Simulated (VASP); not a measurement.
Here is a VASP 6.6.1 calculation.

Contents of INCAR:

```
SYSTEM = BaF2
PREC = Accurate
ENCUT = 600
EDIFF = 1E-6
ISMEAR = -1
SIGMA = 0.02
LREAL = .FALSE.
LASPH = .TRUE.
NELM = 120
ALGO = Normal
ISIF = 2
LWAVE = .FALSE.
LCHARG = .TRUE.
GGA = PE
LELF = .TRUE.
LVHAR = .TRUE.
NBANDS = 19
GGA_COMPAT = .FALSE.
```

File KPOINTS:

```
regular mesh
0
G
  6 6 6
  0 0 0
```

POSCAR

```
BaF2
1.0
    0.0000000000      3.1224950771      3.1224950771
    3.1224950771      0.0000000000      3.1224950771
    3.1224950771      3.1224950771      0.0000000000
Ba F
1 2
Direct
    0.0000000000      0.0000000000      0.0000000000
    0.2500000000      0.2500000000      0.2500000000
    0.7500000000      0.7500000000      0.7500000000
```

Potentials or basis: VASP PAW PBE potentials, release 64 (Ba_sv, F).

Launch:

```sh
$ cat potpaw_PBE.64/Ba_sv/POTCAR potpaw_PBE.64/F/POTCAR > POTCAR
$ mpirun -np 1 vasp_std > vasp.out
```

Task: What does it give for the band gap on the k mesh?

Result: 6.68 eV (least direct gap 6.74 eV).

Task: What does it give for the pressure?

Result: 0.9 GPa.

Caveat: spin-orbit coupling is left out, which moves the levels of the heavy elements. A k mesh can miss the band edges.
